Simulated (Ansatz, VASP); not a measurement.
**GaSb in VASP and in Ansatz**

```
CELL_PARAMETERS angstrom
0.00000 2.72540 3.85371
2.72540 0.00000 3.85371
2.72540 2.72540 0.00000
ATOMIC_POSITIONS crystal
Ga 0.00000 0.00000 0.00000
Sb 0.75000 0.75000 0.75000
```

Alike in both runs: task single point; functional LDA; k mesh 16 × 16 × 16; occupations gaussian, width 0.15 eV; no spin polarisation.

```csv
,VASP,Ansatz
version,VASP 6.6.1,Ansatz 0.2.0
potentials or method,"VASP PAW LDA potentials, release 64 (Ga_d, Sb), cutoff 520 eV","scalar-relativistic, plane waves, PAW"
valence electrons in the cell,18,28
```

```csv
,VASP,Ansatz,Ansatz less VASP
gap on the k mesh at the Fermi level (eV),none,none,-
pressure (GPa),-1.6,-1.8,-0.14
"traceless stress, the component that is largest in VASP (GPa)",-7.82,-7.84,-0.014
```

LDA's correlation is that of Perdew and Zunger in VASP and of Perdew and Wang (1992) in Ansatz. A gap of «none» marks a metal or a gap that the smearing closes. VASP's potentials hold 18 valence electrons a cell and Ansatz's 28, so a difference there can come from the potentials and not from the codes.

Spin-orbit coupling is off throughout.
